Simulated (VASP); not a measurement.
Write the native input for VASP 6.6.1 that does the following.

```
Task                   : single point
Functional             : LDA
Potentials or basis    : VASP PAW LDA potentials, release 64 (Fe, O)
Cutoff                 : 520 eV
k mesh                 : 11 × 11 × 11
Occupations            : fermi-dirac, width 0.05 eV
Spin                   : collinear spin, ferromagnetic start
Starting moments       : [3.0, 0.0] μB
Dipole correction      : no
Further INCAR settings : ALGO = Normal; EDIFF = 1e-06; NBANDS = 18
```

The structure of FeO (Wuestite) lies in POSCAR:

```
FeO
1.0
    0.0000000000      2.1976734774      2.1976734774
    2.1976734774      0.0000000000      2.1976734774
    2.1976734774      2.1976734774      0.0000000000
Fe O
1 1
Direct
    0.0000000000      0.0000000000      0.0000000000
    0.5000000000      0.5000000000      0.5000000000
```

The input as run:

INCAR

```
ALGO = Normal ; EDIFF = 1E-6
ENCUT = 520 ; GGA = CA
ISIF = 2 ; ISMEAR = -1
ISPIN = 2 ; LASPH = T
LCHARG = F ; LMAXMIX = 4
LORBIT = 11 ; LREAL = F
LWAVE = F ; MAGMOM = 3 0
NBANDS = 18 ; NELM = 150
PREC = Accurate ; SIGMA = 0.05
```

KPOINTS

```
k-points
0
Gamma
  11 11 11
```

Potentials or basis: VASP PAW LDA potentials, release 64 (Fe, O).

Launch:

```sh
$ cat potpaw_LDA.64/Fe/POTCAR potpaw_LDA.64/O/POTCAR > POTCAR
$ mpirun -np 1 vasp_std > vasp.out
```

Results of the run:

The pressure is -23.4 GPa and the band gap on the k mesh is zero (filled and empty bands overlap). The net moment is 4.00 μB per cell and the site moments are Fe +3.58; O +0.31 μB. The valence electrons inside the program's atomic spheres are Fe 6.67; O 4.92.

Caveat: a cell with one magnetic atom can't hold antiferromagnetic order, which such compounds often take; semilocal functionals often make such compounds metallic where correlation or magnetic order opens a gap, which also shifts bond lengths.

It took 18 s on 1 thread of Intel Xeon 6975P-C, with other jobs on the host, peak memory 0.16 GiB.
